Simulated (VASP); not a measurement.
# Al6W: single point with PBE

Crystal: Al6W.

```
CELL_PARAMETERS angstrom
0.00000 5.12114 4.43570
2.76114 0.00000 4.43570
2.76114 5.12114 0.00000
ATOMIC_POSITIONS crystal
Al 0.62917 0.62917 0.87083
Al 0.12917 0.12917 0.37083
Al 0.24915 0.50922 0.99079
Al 0.50922 0.24915 0.25084
Al 0.00921 0.74916 0.75085
Al 0.74916 0.00921 0.49078
W 0.12802 0.12802 0.87198
```

The cell was built from a structure type or drawn by symmetry, and may not be a known phase.

- Program: VASP 6.6.1
- Task: single point
- Functional: PBE
- Potentials or basis: VASP PAW PBE potentials, release 64 (Al, W_sv)
- Cutoff: 500 eV
- k mesh: 4 × 4 × 4
- Occupations: gaussian, width 0.2 eV
- Spin: no spin polarisation
- Dipole correction: no
- Further INCAR settings: ALGO = Normal; EDIFF = 1e-06; NBANDS = 25

The pressure is 0.1 GPa, the largest force is 0.037 eV/Å and the band gap on the k mesh is zero (bands 16 and 17 overlap by 1.11 eV).

Forces on the atoms (eV/Å):
```
Al   0.000  0.000  0.003
Al   0.000  0.000  0.003
Al   0.000 -0.031 -0.011
Al   0.000  0.031 -0.011
Al   0.000  0.031 -0.011
Al   0.000 -0.031 -0.011
W    0.000  0.000  0.037
```

Levels at points of the mesh, in eV from the Fermi level:
```csv
k point,band 14,band 15,band 16,band 17,band 18,band 19
"(0.00, 0.00, 0.00)",-2.07,-1.97,-0.81,-0.74,-0.41,1.68
"(0.50, 0.00, 0.00)",-1.09,-0.64,0.28,0.44,1.10,1.70
"(0.50, 0.50, 0.00)",-1.79,-1.48,-0.05,0.58,0.64,1.14
"(0.50, 0.00, 0.50)",-1.48,-1.42,-0.50,-0.32,0.66,1.99
"(0.00, 0.50, 0.50)",-0.97,-0.42,0.35,0.65,1.84,2.52
```

It took 37 s on 1 thread of Intel(R) Xeon(R) 6975P-C (Granite Rapids), with other jobs on the host, peak memory 0.29 GiB.

Caveat: the k points lie up to 0.37 Å⁻¹ apart, too coarse for converged energies and pressures of a metal; spin-orbit coupling is left out, which moves the levels of the heavy elements.
